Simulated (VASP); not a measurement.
Wanted: the native input for a VASP 6.6.1 run.

| Property | Result |
| --- | --- |
| Task | single point |
| Functional | LDA |
| Potentials or basis | VASP PAW LDA potentials, release 64 (Mg, S) |
| Cutoff | 520 eV |
| k mesh | 2 × 2 × 2 |
| Occupations | fermi-dirac, width 0.01 eV |
| Spin | no spin polarisation |
| Dipole correction | no |
| Further INCAR settings | ALGO = Normal; EDIFF = 1e-06; NBANDS = 11 |

The structure of MgS lies in POSCAR:

```
MgS
1.0
    0.0000000000      2.8331200000      2.8331200000
    2.8331200000      0.0000000000      2.8331200000
    2.8331200000      2.8331200000      0.0000000000
Mg S
1 1
Direct
    0.0000000000      0.0000000000      0.0000000000
    0.7500000000      0.7500000000      0.7500000000
```

These files were run (other wordings do the same):

INCAR

```
SYSTEM = MgS
  PREC = Accurate
  ENCUT = 520
  EDIFF = 1E-6
  ISMEAR = -1
  SIGMA = 0.01
  LREAL = .FALSE.
  LASPH = .TRUE.
  NELM = 60
  ALGO = Normal
  ISIF = 2
  LWAVE = .FALSE.
  LCHARG = .TRUE.
  LELF = .TRUE.
  LVHAR = .TRUE.
  NBANDS = 11
```

KPOINTS

```
Automatic mesh
0
G
  2 2 2
  0 0 0
```

Potentials or basis: VASP PAW LDA potentials, release 64 (Mg, S).

Command:

```console
$ cat potpaw_LDA.64/Mg/POTCAR potpaw_LDA.64/S/POTCAR > POTCAR
$ mpirun -np 1 vasp_std > vasp.out
```

It gave:

```
Pressure               : 0.7 GPa
Band gap on the k mesh : 3.01 eV, direct
```

Caveat: the k points lie up to 0.96 Å⁻¹ apart.

Run time: 5.8 s on 1 thread of AMD EPYC 7R43 64-Core Processor (Zen 3), on a shared host, peak memory 0.11 GiB.
